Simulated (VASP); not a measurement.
Here is a VASP 6.6.1 calculation.

INCAR

```
PREC = Accurate ; ENCUT = 520
EDIFF = 1E-7 ; ISMEAR = -1
SIGMA = 0.1 ; LREAL = False
LASPH = True ; NELM = 80
ALGO = Normal ; ISIF = 2
LWAVE = False ; LCHARG = True
GGA = RE ; LELF = True
LVHAR = True ; NBANDS = 18
```

The input KPOINTS:

```
regular mesh
0
Gamma
  13 13 12
```

Contents of POSCAR:

```
Au
1.0
   -3.1843948267      3.6249695131      1.4435573553
    3.6249695131     -3.1843948267      1.4435573553
    2.0871095806      2.0871095806     -0.6366440103
Au
2
Direct
    0.0075288316      0.9924711684      0.0000000000
    0.7424711684      0.2575288316      0.5000000000
```

Potentials or basis: VASP PAW PBE potentials, release 64 (Au).

Command:

```console
$ cat potpaw_PBE.64/Au/POTCAR > POTCAR
$ mpirun -np 1 vasp_std > vasp.out
```

(1) Estimate the band gap on the k mesh.

(2) What does it give for the pressure?

(3) Estimate the largest force.

## Answers

(1) zero (bands 11 and 12 overlap by 5.34 eV).

(2) -9.4 GPa.

(3) 0.051 eV/Å.

Caveat: the cell stands under tension; the PAW data sets were made with another functional, which shifts forces and pressure a little; spin-orbit coupling is left out, which moves the levels of the heavy elements.
